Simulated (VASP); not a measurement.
A run of VASP 6.6.1 is set up as follows.

Contents of INCAR:

```
SYSTEM = I
PREC = Accurate
ENCUT = 520
EDIFF = 1E-7
ISMEAR = 0
SIGMA = 0.1
LREAL = Auto
LASPH = .TRUE.
NELM = 100
ALGO = Normal
ISIF = 2
LWAVE = .FALSE.
LCHARG = .FALSE.
NBANDS = 66
```

File KPOINTS:

```
Automatic mesh
0
G
  2 2 2
  0 0 0
```

Contents of POSCAR:

```
I
1.0
   -7.2624143200      0.0000000000      4.7849893000
    0.0000000000     -9.7831136400      0.0000000000
    7.2624143200      0.0000000000      4.7849893000
I
15
Direct
    0.0352521884      0.8735418308      0.0380372127
    0.3717387093      0.6251325728      0.3720888683
    0.5817905894     -0.1656013678      0.5822525570
    0.1618515930      0.4156904591      0.1622686720
    0.0405178774      0.8745652269      0.5367812192
    0.3704516985      0.6252076001      0.8713648715
    0.3703181095      0.1255573681      0.8712234338
    0.2072778408      0.3756658805      0.7029221047
    0.5333819660      0.8750386958      0.0397246447
    0.8721756336      0.6250321958      0.3735462742
    0.8721989487      0.1246875018      0.3735482466
    0.7037547643      0.3751787146      0.2105866742
    0.8707596355      0.6250934237      0.8730923309
    0.8707336283      0.1250722464      0.8732920062
    0.7061880080      0.3766344883      0.7085215296
```

Potentials or basis: VASP PAW LDA potentials, release 64 (I).

Command:

```bash
$ cat potpaw_LDA.64/I/POTCAR > POTCAR
$ mpirun -np 1 vasp_std > vasp.out
```

**Question.** Estimate the band gap on the k mesh.

**Answer.** Zero (an odd number of electrons rules out a gap without spin polarisation).

**Question.** Predict the pressure.

**Answer.** -1.1 GPa.

Stress tensor (GPa, compression positive):
```
-0.66  0.00  0.00
 0.00 -1.61 -0.09
 0.00 -0.09 -1.18
```

Caveat: the k points lie up to 0.39 Å⁻¹ apart, too coarse for converged energies and pressures of a metal; spin-orbit coupling is left out, which moves the levels of the heavy elements; an odd number of electrons without spin polarisation forces a metal; a magnetic or distorted state may lie lower.
